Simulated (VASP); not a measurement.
# SrCl2: single point with PBE

The system is SrCl2.

```
CELL_PARAMETERS angstrom
0.00000 3.48540 3.52061
3.52061 0.00000 3.52061
3.52061 3.48540 0.00000
ATOMIC_POSITIONS crystal
Sr 0.00000 0.00000 0.00000
Cl 0.25000 0.25000 0.25000
Cl 0.75000 0.75000 0.75000
```

```yaml
Program: VASP 6.6.1
Task: single point
Functional: PBE
Potentials_or_basis: VASP PAW PBE potentials, release 64 (Sr_sv, Cl)
Cutoff: 520 eV
k_mesh: 8 × 8 × 8
Occupations: gaussian, width 0.05 eV
Spin: no spin polarisation
```

```
Pressure               : 0.4 GPa
Band gap on the k mesh : 5.23 eV, indirect (least direct gap 5.47 eV)
```

Stress tensor (GPa, compression positive):
```
0.26 0.00 0.00
0.00 0.76 0.00
0.00 0.00 0.26
```

Levels at points of the mesh, in eV from the valence-band top:
```
           k point  band 10  band 11  band 12  band 13  band 14  band 15
(0.00, 0.00, 0.00)    -0.40    -0.40    -0.32     5.23     6.03     6.10
(0.50, 0.00, 0.00)    -1.33    -1.07    -1.06     6.65     6.66     7.40
(0.50, 0.50, 0.00)    -0.47    -0.38    -0.06     5.47     6.93     7.52
(0.50, 0.00, 0.50)    -0.45    -0.45     0.00     5.47     7.00     7.51
```

Wall time 2.7 min on 1 thread of Oxide Virtual Turin-like Processor (shared host), peak memory 0.25 GiB.

A k mesh can miss the band edges. PBE gaps usually lie below the measured ones, often by a third to a half.
